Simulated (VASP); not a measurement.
Set up this calculation in VASP 6.6.1, as the native input.

* Task: relaxation of cell and atoms
* Functional: PBE
* Potentials or basis: VASP PAW PBE potentials, release 64 (Cs_sv, As, Au)
* Cutoff: 600 eV
* k mesh: 6 × 6 × 6
* Occupations: gaussian, width 0.1 eV
* Spin: no spin polarisation
* Dipole correction: no
* Further INCAR settings: ALGO = Normal; EDIFF = 1e-06; IBRION = 2; EDIFFG = -0.01; NSW = 100; ISIF = 3

The structure of Cs3AsAu lies in POSCAR:

```
Cs3AsAu
1.0
    6.7926510968      0.0000000000      0.0000000000
    0.0000000000      6.7926510968      0.0000000000
    0.0000000000      0.0000000000      6.7926510968
Cs As Au
3 1 1
Direct
    0.5000000000      0.0000000000      0.0000000000
    0.0000000000      0.5000000000      0.0000000000
    0.0000000000      0.0000000000      0.5000000000
    0.0000000000      0.0000000000      0.0000000000
    0.5000000000      0.5000000000      0.5000000000
```

One way to write it, as run:

INCAR

```
SYSTEM = Cs3AsAu
PREC = Accurate
ENCUT = 600
EDIFF = 1E-6
ISMEAR = 0
SIGMA = 0.1
LREAL = .False.
LASPH = .True.
NELM = 100
ALGO = Normal
ISIF = 3
LWAVE = .False.
LCHARG = .False.
GGA = PE
IBRION = 2
NSW = 100
EDIFFG = -0.01
```

KPOINTS

```
regular mesh
0
Gamma
  6 6 6
  0 0 0
```

Potentials or basis: VASP PAW PBE potentials, release 64 (Cs_sv, As, Au).

Run with:

```sh
$ cat potpaw_PBE.64/Cs_sv/POTCAR potpaw_PBE.64/As/POTCAR potpaw_PBE.64/Au/POTCAR > POTCAR
$ mpirun -np 1 vasp_std > vasp.out
```

Results of the run:

| Item | Value |
| --- | --- |
| Relaxed volume | 65.81 Å³/atom |
| Relaxed cell | a = 6.904 Å, b = 6.904 Å, c = 6.904 Å, α = 90.00°, β = 90.00°, γ = 90.00° |
| Space group after relaxing (to 0.05 Å) | Pm-3m (No. 221) |
| Energy gained by relaxing | 3.4 meV/atom |
| Ionic steps | 4 |
| Pressure after relaxing | 0.0 GPa |

Wall time 5.2 min on 1 thread of Intel(R) Xeon(R) 6975P-C (Granite Rapids), on a shared host, peak memory 0.56 GiB.
